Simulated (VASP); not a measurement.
A run of VASP 6.6.1 is set up as follows.

Contents of INCAR:

```
PREC = Accurate ; ENCUT = 520
EDIFF = 1E-6 ; ISMEAR = 0
SIGMA = 0.1 ; LREAL = F
LASPH = T ; NELM = 80
ALGO = Normal ; ISIF = 2
LWAVE = F ; LCHARG = F
GGA = PE ; IVDW = 12
NBANDS = 18
```

KPOINTS

```
regular mesh
0
Gamma
  14 14 10
```

File POSCAR:

```
P
1.0
    1.6615918652     -5.0962673352      0.0000000000
    1.6615918652      5.0962673352      0.0000000000
    0.0000000000      0.0000000000      4.1639978923
P
4
Direct
    0.8935738587      0.1064261413      0.0719114210
    0.6064261413      0.3935738587      0.5719114210
    0.1064261413      0.8935738587      0.9280885790
    0.3935738587      0.6064261413      0.4280885790
```

Potentials or basis: VASP PAW PBE potentials, release 64 (P).

Command:

```console
$ cat potpaw_PBE.64/P/POTCAR > POTCAR
$ mpirun -np 1 vasp_std > vasp.out
```

What does it give for the pressure?

-0.4 GPa.

What does it give for the band gap on the k mesh?

Zero (bands 10 and 11 overlap by 0.26 eV).

Stress tensor (GPa, compression positive):
```
-0.37  0.00  0.00
 0.00 -0.42  0.00
 0.00  0.00 -0.28
```
